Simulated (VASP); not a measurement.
# ZnS in VASP: a series of runs

ZnS is run at these levels: PBE, r2SCAN; tasks: single point.

Program: VASP 6.6.1. These are calculated values, not measurements. Logs are shortened: lines on timing, memory, paths and dates and some standing lists are left out, and cuts for length are marked.

## 1. The cell of the first run

Symmetry: P6_3mc, No. 186, hexagonal system. The conventional cell has a = 3.768 Å, b = 3.768 Å, c = 6.281 Å, α = 90.00°, β = 90.00°, γ = 120.00°. Within 3.1 Å of Zn (site symmetry 3m) lie 4 S at 2.32 to 2.33 Å. S (site symmetry 3m) has 4 Zn at 2.32 to 2.33 Å within 3.1 Å.

## 2. Single point, PBE (epitaxial xy strain -1.0%)

Input file INCAR:

```
PREC = Accurate ; ENCUT = 500
EDIFF = 1E-6 ; ISMEAR = -1
SIGMA = 0.02 ; LREAL = F
LASPH = T ; NELM = 120
ALGO = Normal ; ISIF = 2
LWAVE = F ; LCHARG = F
GGA = PE ; NBANDS = 26
GGA_COMPAT = F
```

Input file KPOINTS:

```
Automatic mesh
0
Gamma
  12 12 4
```

Input file POSCAR:

```
ZnS
1.0
    3.7681574026      0.0000000000      0.0000000000
   -1.8840787013      3.2633200361      0.0000000000
    0.0000000000      0.0000000000      6.2810123737
Zn S
2 2
Direct
    0.3333333333      0.6666666667      0.0018966511
    0.6666666667      0.3333333333      0.5018966511
    0.3333333333      0.6666666667      0.3731033489
    0.6666666667      0.3333333333      0.8731033489
```

Potentials or basis: VASP PAW PBE potentials, release 64 (Zn, S).

Run with:

```
> cat potpaw_PBE.64/Zn/POTCAR potpaw_PBE.64/S/POTCAR > POTCAR
> mpirun -np 1 vasp_std > vasp.out
```

OUTCAR:

```text
PREC = Accurate
   ENCUT = 500
   EDIFF = 1E-6
   ISMEAR = -1
   LREAL = F
   LASPH = T
   NELM = 120
   ISIF = 2
   GGA = PE

 ion  position               nearest neighbor table
   1  0.333  0.667  0.002-   4 2.32   4 2.32   4 2.32   3 2.33
   2  0.667  0.333  0.502-   3 2.32   3 2.32   3 2.32   4 2.33
   3  0.333  0.667  0.373-   2 2.32   2 2.32   2 2.32   1 2.33
   4  0.667  0.333  0.873-   1 2.32   1 2.32   1 2.32   2 2.33

  LATTYP: Found a hexagonal cell.
 ALAT       =     3.7681574026
 C/A-ratio  =     1.6668657125

  Lattice vectors:

 A1 = (   3.7681574026,   0.0000000000,   0.0000000000)
 A2 = (  -1.8840787013,   3.2633200361,   0.0000000000)
 A3 = (   0.0000000000,   0.0000000000,   6.2810123737)

Analysis of symmetry for initial positions (statically):
=====================================================================
 Subroutine PRICEL returns:
 Original cell was already a primitive cell.

 Routine SETGRP: Setting up the symmetry group for a
 hexagonal supercell.

 Subroutine GETGRP returns: Found 12 space group operations
 (whereof  6 operations were pure point group operations)
 out of a pool of 24 trial point group operations.

The static configuration has the point symmetry C_3v.
 The point group associated with its full space group is C_6v.

Analysis of symmetry for dynamics (positions and initial velocities):
=====================================================================
 Subroutine PRICEL returns:
 Original cell was already a primitive cell.

 Routine SETGRP: Setting up the symmetry group for a
 hexagonal supercell.

 Subroutine GETGRP returns: Found 12 space group operations
 (whereof  6 operations were pure point group operations)
 out of a pool of 24 trial point group operations.

The dynamic configuration has the point symmetry C_3v.
 The point group associated with its full space group is C_6v.

 Subroutine INISYM returns: Found 12 space group operations
 (whereof  6 operations are pure point group operations),
 and found     1 'primitive' translations

----------------------------------------------------------------------------------------

                                     Primitive cell

  volume of cell :      77.2357

  direct lattice vectors                    reciprocal lattice vectors
[... 83 lines left out ...]
   ISTART =      0    job   : 0-new  1-cont  2-samecut
   ICHARG =      2    charge: 1-file 2-atom 10-const
   ISPIN  =      1    spin polarized calculation?
   LNONCOLLINEAR =      F non collinear calculations
   LSORBIT =      F    spin-orbit coupling
   LASPH  =      T    aspherical Exc in radial PAW
   ENCUT  =  500.0 eV  36.75 Ry    6.06 a.u.   6.87  6.87 11.45*2*pi/ulx,y,z
   NELM   =    120;   NELMIN=  2; NELMDL= -5     # of ELM steps
   EDIFF  = 0.1E-05   stopping-criterion for ELM
   LREAL  =      F    real-space projection
   EDIFFG = 0.1E-04   stopping-criterion for IOM
   NSW    =      0    number of steps for IOM
   IBRION =     -1    ionic relax: 0-MD 1-quasi-New 2-CG
   NFREE  =      0    steps in history (QN), initial steepest desc. (CG)
   ISIF   =      2    stress and relaxation
   ISYM   =      2    0-nonsym 1-usesym 2-fastsym
   POTIM  = 0.5000    time-step for ionic-motion
   TEBEG  =    0.0;   TEEND  =   0.0 temperature during run
   PSTRESS=    0.0 pullay stress
   NELECT =      36.0000    total number of electrons
   NUPDOWN=      -1.0000    fix difference up-down
   EMIN   =  10.00;   EMAX   =-10.00  energy-range for DOS
   EFERMI =   0.00;   METHOD = LEGACY
   ISMEAR =    -1;   SIGMA  =   0.02  broadening in eV -4-tet -1-fermi 0-gaus
   EFERMI_NEDOS =   21; number of points for ismear=-14 and -15
   IALGO  =     38    algorithm
   IMIX   =      4    mixing-type and parameters
     AMIX     =   0.40;   BMIX     =  1.00
     AMIX_MAG =   1.60;   BMIX_MAG =  1.00
  volume/ion in A,a.u.               =      19.31       130.30
  Fermi-wavevector in a.u.,A,eV,Ry     =   1.269315  2.398658 21.921184  1.611162
  Thomas-Fermi vector in A             =   2.402363
   LORBIT       =      0    0 simple, 1 ext, 2 COOP (PROOUT), +10 PAW based schemes
   GGA     = PE    functional components
   LHFCALC =     F    Hartree Fock is set to
   AEXX    =    0.0000 exact exchange contribution
   IVDW    =     0    specifies the selected vdW correction
   LEPSILON=     F    determine dielectric tensor
   LRPA    =     F    only Hartree local field effects (RPA)
 non-spin polarized calculation
  energy-cutoff  :      500.00
  volume of cell :       77.24
 maximum number of plane-waves:      1980
 NGX is ok and might be reduce to    28
   NGX = 13   NGY = 13   NGZ = 23

 number of electron      35.9999989 magnetization

 Free energy of the ion-electron system (eV)
  ---------------------------------------------------
  ext. energy  EPLUGINS =         0.00000000
  ---------------------------------------------------
  free energy    TOTEN  =       -13.65027144 eV

  energy without entropy =      -13.65027144  energy(sigma->0) =      -13.65027144

 E-fermi :   2.7868     XC(G=0):  -9.7273

 val. band max:        2.3571659655   @ k =   0.0000   0.0000   0.0000
 cond. band min:       4.5845874424   @ k =   0.0000   0.0000   0.0000
 fundamental gap:      2.2274214768
 Fermi energy:         2.7867960827

 k-point     1 :       0.0000    0.0000    0.0000
  band No.  band energies     occupation
      1     -10.9886      2.00000
      2     -10.0482      2.00000
      3      -4.1157      2.00000
      4      -4.0869      2.00000
      5      -4.0869      2.00000
      6      -4.0003      2.00000
[... 685 lines left out ...]
     25      11.2125      0.00000
     26      12.2005      0.00000

 [... further k-points ...]
[... 5 lines left out ...]
  --------------------------------------------------------------------------------------
  -------------------------------------------------------------------------------------
  Total        1.9283592      1.9283592      1.2077476      0.0000000      0.0000000      0.0000000
  in kB       40.0018571     40.0018571     25.0535002      0.0000000      0.0000000      0.0000000
  external PRESSURE =      35.0190715 kB  Pullay stress =       0.0000000 kB

 VOLUME and BASIS-vectors are now :
 -----------------------------------------------------------------------------
  energy-cutoff  :      500.00
  volume of cell :       77.24
      direct lattice vectors                 reciprocal lattice vectors
     3.768157403  0.000000000  0.000000000     0.265381695  0.153218193  0.000000000
    -1.884078701  3.263320036  0.000000000     0.000000000  0.306436387  0.000000000
     0.000000000  0.000000000  6.281012374     0.000000000  0.000000000  0.159210003

 POSITION                                       TOTAL-FORCE (eV/Angst)
 -----------------------------------------------------------------------------------
     -0.00000      2.17555      0.01191         0.000000      0.000000      0.003054
      1.88408      1.08777      3.15242        -0.000000     -0.000000      0.003054
     -0.00000      2.17555      2.34347        -0.000000     -0.000000     -0.003054
      1.88408      1.08777      5.48397         0.000000      0.000000     -0.003054
 -----------------------------------------------------------------------------------
    total drift:                               -0.000001     -0.000002      0.000519

  FREE ENERGIE OF THE ION-ELECTRON SYSTEM (eV)
  ---------------------------------------------------
  free  energy   TOTEN  =       -13.6502714412 eV

  energy  without entropy=      -13.6502714412  energy(sigma->0) =      -13.65027144
```

Wall time 2 min (1 thread of Oxide Virtual Turin-like, shared host); peak memory 0.2 GiB.

What came out:

```yaml
Free_energy: -13.6503 eV
Pressure: 3.5 GPa
Largest_force: 0.003 eV/Å
Band_gap_on_the_k_mesh: 2.23 eV
```

Forces on the atoms (eV/Å):
```
Zn   0.000  0.000  0.003
Zn   0.000  0.000  0.003
S    0.000  0.000 -0.003
S    0.000  0.000 -0.003
```

Caveat: the cell differs from its parent crystal (epitaxial xy strain -1.0%); the cell stands under pressure.

## 3. Single point, r2SCAN (epitaxial xy strain -1.0%)

POSCAR is that of step 2.

Input file INCAR.step1:

```
SYSTEM = ZnS
PREC = Accurate ; ENCUT = 550
ISMEAR = 0 ; SIGMA = 0.01
LREAL = .False. ; LASPH = .True.
NELM = 120 ; NBANDS = 26
GGA = PE ; ALGO = Normal
EDIFF = 1E-5 ; LWAVE = .True.
LCHARG = .False. ; GGA_COMPAT = .False.
```

Input file INCAR.step2:

```
SYSTEM = ZnS
PREC = Accurate ; ENCUT = 550
EDIFF = 1E-6 ; ISMEAR = 0
SIGMA = 0.01 ; LREAL = .False.
LASPH = .True. ; NELM = 120
ALGO = Normal ; ISIF = 2
LWAVE = .False. ; LCHARG = .True.
METAGGA = R2SCAN ; LMIXTAU = .True.
LELF = .True. ; LVHAR = .True.
NBANDS = 26 ; ISTART = 1
GGA_COMPAT = .False.
```

Input file KPOINTS:

```
Automatic mesh
0
Gamma
  12 12 4
  0 0 0
```

Potentials or basis: VASP PAW PBE potentials, release 64 (Zn, S).

Run with:

```
> cat potpaw_PBE.64/Zn/POTCAR potpaw_PBE.64/S/POTCAR > POTCAR
> cp INCAR.step1 INCAR
> mpirun -np 1 vasp_std > vasp.out
> cp INCAR.step2 INCAR
> mpirun -np 1 vasp_std > vasp.out
```

OUTCAR:

```text
SYSTEM = ZnS
   PREC = Accurate
   ENCUT = 550
   EDIFF = 1E-6
   ISMEAR = 0
   LREAL = .False.
   LASPH = .True.
   NELM = 120
   ISIF = 2
   METAGGA = R2SCAN
   ISTART = 1

 ion  position               nearest neighbor table
   1  0.333  0.667  0.002-   4 2.32   4 2.32   4 2.32   3 2.33
   2  0.667  0.333  0.502-   3 2.32   3 2.32   3 2.32   4 2.33
   3  0.333  0.667  0.373-   2 2.32   2 2.32   2 2.32   1 2.33
   4  0.667  0.333  0.873-   1 2.32   1 2.32   1 2.32   2 2.33

  LATTYP: Found a hexagonal cell.
 ALAT       =     3.7681574026
 C/A-ratio  =     1.6668657125

[... 889 lines left out ...]

 [... further k-points ...]
[... 5 lines left out ...]
  --------------------------------------------------------------------------------------
  -------------------------------------------------------------------------------------
  Total        0.8277822      0.8277822      0.0262395      0.0000000      0.0000000      0.0000000
  in kB       17.1715029     17.1715029      0.5443121      0.0000000      0.0000000      0.0000000
  external PRESSURE =      11.6291059 kB  Pullay stress =       0.0000000 kB

 VOLUME and BASIS-vectors are now :
 -----------------------------------------------------------------------------
  energy-cutoff  :      550.00
  volume of cell :       77.24
      direct lattice vectors                 reciprocal lattice vectors
     3.768157403  0.000000000  0.000000000     0.265381695  0.153218193  0.000000000
    -1.884078701  3.263320036  0.000000000     0.000000000  0.306436387  0.000000000
     0.000000000  0.000000000  6.281012374     0.000000000  0.000000000  0.159210003

 POSITION                                       TOTAL-FORCE (eV/Angst)
 -----------------------------------------------------------------------------------
     -0.00000      2.17555      0.01191         0.000000      0.000000     -0.011023
      1.88408      1.08777      3.15242         0.000000      0.000000     -0.011023
     -0.00000      2.17555      2.34347        -0.000000      0.000000      0.011023
      1.88408      1.08777      5.48397        -0.000000     -0.000000      0.011023
 -----------------------------------------------------------------------------------
    total drift:                                0.000000      0.000000     -0.029314

  FREE ENERGIE OF THE ION-ELECTRON SYSTEM (eV)
  ---------------------------------------------------
  free  energy   TOTEN  =       -37.7143043117 eV

  energy  without entropy=      -37.7143043117  energy(sigma->0) =      -37.71430431
```

OUTCAR.step1:

```text
SYSTEM = ZnS
   PREC = Accurate
   ENCUT = 550
   ISMEAR = 0
   LREAL = .False.
   LASPH = .True.
   NELM = 120
[... 927 lines left out ...]
      1.88408      1.08777      3.15242         0.000000     -0.000000      0.003526
     -0.00000      2.17555      2.34347        -0.000000      0.000000     -0.003526
      1.88408      1.08777      5.48397         0.000000     -0.000000     -0.003526
 -----------------------------------------------------------------------------------
    total drift:                               -0.000000     -0.000000      0.002980

  FREE ENERGIE OF THE ION-ELECTRON SYSTEM (eV)
  ---------------------------------------------------
  free  energy   TOTEN  =       -13.6507122362 eV

  energy  without entropy=      -13.6507122362  energy(sigma->0) =      -13.65071224
```

OSZICAR.step1:

```text
N       E                     dE             d eps       ncg     rms          rms(c)
DAV:   1     0.250532702892E+03    0.25053E+03   -0.17704E+04  2964   0.175E+03
DAV:   2     0.108191792766E+02   -0.23971E+03   -0.22873E+03  3044   0.361E+02
DAV:   3    -0.139047307930E+02   -0.24724E+02   -0.24477E+02  3600   0.114E+02
DAV:   4    -0.145008873571E+02   -0.59616E+00   -0.59493E+00  3442   0.178E+01
DAV:   5    -0.145099683389E+02   -0.90810E-02   -0.90776E-02  3614   0.217E+00    0.102E+01
DAV:   6    -0.136616310563E+02    0.84834E+00   -0.16401E+00  4432   0.375E+01    0.776E+00
DAV:   7    -0.136574858106E+02    0.41452E-02   -0.12833E+00  3160   0.666E+00    0.348E+00
DAV:   8    -0.136500914943E+02    0.73943E-02   -0.35142E-02  3620   0.169E+00    0.100E+00
DAV:   9    -0.136503741607E+02   -0.28267E-03   -0.10056E-02  3998   0.128E+00    0.235E-01
DAV:  10    -0.136505047195E+02   -0.13056E-03   -0.56617E-04  3466   0.336E-01    0.963E-02
DAV:  11    -0.136507126271E+02   -0.20791E-03   -0.31539E-04  3068   0.122E-01    0.542E-02
DAV:  12    -0.136507122362E+02    0.39091E-06   -0.14224E-05  2726   0.479E-02
   1 F= -.13650712E+02 E0= -.13650712E+02  d E =-.497391E-28
```

It took 9.8 min on 1 thread of Oxide Virtual Turin-like, shared host; peak memory 0.24 GiB.

Results:

* Free energy: -37.7143 eV
* Pressure: 1.2 GPa
* Largest force: 0.011 eV/Å
* Band gap on the k mesh: 2.80 eV

Forces on the atoms (eV/Å):
```
Zn   0.000  0.000 -0.011
Zn   0.000  0.000 -0.011
S    0.000  0.000  0.011
S    0.000  0.000  0.011
```

Levels at points of the mesh, in eV from the valence-band top:
| k point | band 14 | band 15 | band 16 | band 17 | band 18 | band 19 | band 20 | band 21 | band 22 | band 23 |
| --- | --- | --- | --- | --- | --- | --- | --- | --- | --- | --- |
| (0.00, 0.00, 0.00) | -0.91 | -0.91 | -0.18 | 0.00 | 0.00 | 2.80 | 3.77 | 6.84 | 6.84 | 6.89 |
| (0.50, 0.00, 0.00) | -4.28 | -3.47 | -2.33 | -1.83 | -0.94 | 4.09 | 4.75 | 5.34 | 7.32 | 7.88 |
| (0.00, 0.00, 0.50) | -3.03 | -0.48 | -0.48 | -0.48 | -0.48 | 4.21 | 4.21 | 7.28 | 7.28 | 7.31 |
| (0.50, 0.00, 0.50) | -5.05 | -1.81 | -1.81 | -1.69 | -1.69 | 3.89 | 3.89 | 5.62 | 5.62 | 9.34 |

Caveat: the cell differs from its parent crystal (epitaxial xy strain -1.0%); the PAW data sets were made with another functional, which shifts forces and pressure a little.

[end of part 1 of 2]
